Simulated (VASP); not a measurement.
Wanted: the native input for a VASP 6.6.1 run.

* Task: single point
* Functional: PBE
* Potentials or basis: VASP PAW PBE potentials, release 64 (Cu_sv_GW)
* Cutoff: 700 eV
* k mesh: 18 × 18 × 14
* Occupations: gaussian, width 0.15 eV
* Spin: no spin polarisation
* Dipole correction: no
* Second run: valence_matched
* Further INCAR settings: ALGO = Normal; EDIFF = 1e-06; NBANDS = 26

The structure of Cu lies in POSCAR:

```
Cu
1.0
    0.0000000000     -1.8075000000     -1.8075000000
    0.0000000000      1.8075000000     -1.8075000000
    3.6150000000      0.0000000000      0.0000000000
Cu
2
Direct
    0.5000000000      0.5000000000      0.4585062241
    0.0000000000      0.0000000000      0.0414937759
```

This cell differs from its parent crystal: mode 6 (244.6 1/cm) frozen in, largest displacement -0.150 Å.

The input as run:

INCAR

```
SYSTEM = Cu
PREC     = Accurate       ! precision mode
ENCUT    = 700            ! plane-wave cutoff, eV
EDIFF    = 1E-6           ! SCF threshold, eV
ISMEAR   = 0              ! smearing method
SIGMA    = 0.15           ! smearing width, eV
LREAL    = .False.        ! projectors in reciprocal space
LASPH    = .True.         ! aspherical terms in the spheres
NELM     = 120            ! most SCF steps
ALGO     = Normal         ! electronic algorithm
ISIF     = 2              ! what is computed and relaxed
LWAVE    = .False.        ! write WAVECAR
LCHARG   = .False.        ! write CHGCAR
GGA      = PE             ! functional
NBANDS   = 26             ! bands
GGA_COMPAT= .False.
```

KPOINTS

```
regular mesh
0
Gamma
  18 18 14
  0 0 0
```

Potentials or basis: VASP PAW PBE potentials, release 64 (Cu_sv_GW).

The run is started by

```sh
$ cat potpaw_PBE.64/Cu_sv_GW/POTCAR > POTCAR
$ mpirun -np 1 vasp_std > vasp.out
```

Results of the run:

```yaml
Pressure: 5.2 GPa
Largest_force: 2.242 eV/Å
Band_gap_on_the_k_mesh: zero (band 19 reaches 12.76 eV, above the bottom of band 20 at 5.92 eV)
```

Caveat: the cell differs from its parent crystal (mode 6 (244.6 1/cm) frozen in, largest displacement -0.150 Å); forces of over 1 eV/Å act on the atoms, so gaps and moduli don't describe the material at rest.

It took 3.3 min on 1 thread of Intel(R) Xeon(R) 6975P-C (Granite Rapids), on a shared host, peak memory 0.48 GiB.
